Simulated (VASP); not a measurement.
A run of VASP 6.6.1 is set up as follows.

File INCAR:

```
ALGO = Normal
EDIFF = 1E-6
ENCUT = 520
GGA = PE
ISIF = 2
ISMEAR = 1
ISPIN = 2
LASPH = True
LCHARG = False
LMAXMIX = 4
LORBIT = 11
LREAL = False
LWAVE = False
MAGMOM = 2
NBANDS = 16
NELM = 150
PREC = Accurate
SIGMA = 0.05
```

Contents of KPOINTS:

```
k-points
0
Gamma
  8 9 9
```

Contents of POSCAR:

```
V
1.0
   -0.0756486300      2.0481251500      1.8548618400
    1.9021292400      0.0263380700      1.7528751400
    1.8823854000      1.9263946100      0.0460819200
V
1
Direct
    0.0000000000      0.0000000000      0.0000000000
```

Potentials or basis: VASP PAW PBE potentials, release 64 (V_sv).

The run is started by

```sh
$ cat potpaw_PBE.64/V_sv/POTCAR > POTCAR
$ mpirun -np 1 vasp_std > vasp.out
```

Task: What does it give for the pressure?

Result: 3.9 GPa.

Task: What does it give for the net moment?

Result: 0.00 μB per cell.

Stress tensor (GPa, compression positive):
```
 8.52  1.70  0.42
 1.70 11.30 -2.63
 0.42 -2.63 -8.19
```

Caveat: the stress differs along the axes, from -8 to 11 GPa; the moments typed at the start vanished in this run.
